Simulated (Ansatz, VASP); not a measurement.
# Two plane-wave programs on Si

Contents of INCAR:

```
SYSTEM = Si
ALGO = Normal
EDIFF = 1E-6
ENCUT = 500
GGA = PE
GGA_COMPAT = .False.
ISIF = 2
ISMEAR = 0
LASPH = .True.
LCHARG = .False.
LREAL = .False.
LWAVE = .False.
NBANDS = 11
NELM = 120
PREC = Accurate
SIGMA = 0.02
```

File KPOINTS:

```
k-points
0
Gamma
  8 8 8
  0 0 0
```

Contents of POSCAR:

```
Si
1.0
    0.0000000000      2.7347886145      2.7347886145
    2.7347886145      0.0000000000      2.7347886145
    2.7347886145      2.7347886145      0.0000000000
Si
2
Direct
    0.0000000000      0.0000000000      0.0000000000
    0.2500000000      0.2500000000      0.2500000000
```

Input for Ansatz:

```yaml
crystal:
  lattice:
    - [0.0, 2.7347886145, 2.7347886145]
    - [2.7347886145, 0.0, 2.7347886145]
    - [2.7347886145, 2.7347886145, 0.0]
  atoms:
    - { symbol: Si, position: [0.0, 0.0, 0.0] }
    - { symbol: Si, position: [0.25, 0.25, 0.25] }
basis:
  ecutwfc: 600.0
kpoints:
  mp_grid: { grid: [8, 8, 8] }
  band_path:
    path:
      - [[0.0, 0.0, 0.0], [0.5, 0.0, 0.5], [0.625, 0.25, 0.625]]
      - [[0.375, 0.375, 0.75], [0.0, 0.0, 0.0], [0.5, 0.5, 0.5], [0.5, 0.25, 0.75], [0.5, 0.0, 0.5]]
    npoints: 10
hamiltonian:
  xc: pbe
  pseudopotentials: { kind: paw, azcp: { folder: soft_1 } }
scf:
  occupations: { method: gaussian, width: 0.02 }
  n_extra_bands: 7
output:
  forces: true
  stress: true
  eigenvalues: true
```

Alike in both runs: task single point; functional PBE; k mesh 8 × 8 × 8; occupations gaussian, width 0.02 eV; no spin polarisation.

|  | VASP | Ansatz |
| --- | --- | --- |
| version | VASP 6.6.1 | Ansatz 0.2.0 |
| potentials or method | VASP PAW PBE potentials, release 64 (Si), cutoff 500 eV | scalar-relativistic, plane waves, PAW |
| valence electrons in the cell | 8 | 8 |

|  | VASP | Ansatz | Ansatz less VASP |
| --- | --- | --- | --- |
| gap on the k mesh at the Fermi level (eV) | 0.65 | 0.65 | -0.002 |
| least direct gap on the mesh (eV) | 2.56 | 2.55 | -0.005 |
| pressure (GPa) | 0.0 | 0.0 | +0.05 |
